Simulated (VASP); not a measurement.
Runs of VASP 6.6.1 on Ge3Pd. The structure is that of space group Pm-3m (No. 221), or close to it. The cells are those of the table. 

```csv
level,potentials or basis,U,cell,cutoff (eV),second run,gap on the mesh (eV),pressure (GPa)
PBE,"VASP PAW PBE potentials, release 64 (Pd, Ge_d)",-,"a = 4.197 Å, 4 atoms",520,-,none,-3.1
r2SCAN,"VASP PAW PBE potentials, release 64 (Pd, Ge_d)",-,"a = 4.057 Å, 4 atoms",520,-,none,3.2
PBEsol+U,"VASP PAW PBE potentials, release 64 (Pd, Ge_d)",Pd d U = 1.0 eV,"a = 4.142 Å, 4 atoms",520,-,none,(c)
PBE,"VASP PAW PBE potentials, release 64 (Pd, Ge_d)",-,"a = 4.142 Å, 4 atoms",520,-,none,(b)
PBE,"VASP PAW PBE potentials, release 64 (Pd, Ge_d)",-,"a = 4.114 Å, 4 atoms",520,-,none,(a)
PBEsol+U,"VASP PAW PBE potentials, release 64 (Pd_sv_GW, Ge_d)",Pd d U = 4.0 eV,"a = 4.142 Å, 4 atoms",540,valence_matched,none,-5.1
LDA,"VASP PAW LDA potentials, release 64 (Pd, Ge_d)",-,"a = 4.057 Å, 4 atoms",520,-,none,-1.5
PBEsol,"VASP PAW PBE potentials, release 64 (Pd, Ge_d)",-,"a = 4.169 Å, 4 atoms",520,-,none,-6.2
```

Alike in all rows: task single point; no spin polarisation; k mesh 7 × 7 × 7; smearing fermi-dirac 0.05 eV.

Question: Fill in the values left out.

Answer: (a) 1.8; (b) -0.1; (c) -5.0.

Caveats: the PAW data sets were made with another functional, which shifts forces and pressure a little (some runs); U without spin polarisation on a metal has little footing (some runs); the U is typed as a test and isn't derived for this compound (some runs).

A k mesh can miss the band edges, and the runs leave out spin-orbit coupling on Ge, Pd.

A gap of «none» marks levels without a gap at the run's occupations.

The runs don't all hold the same shells in valence.
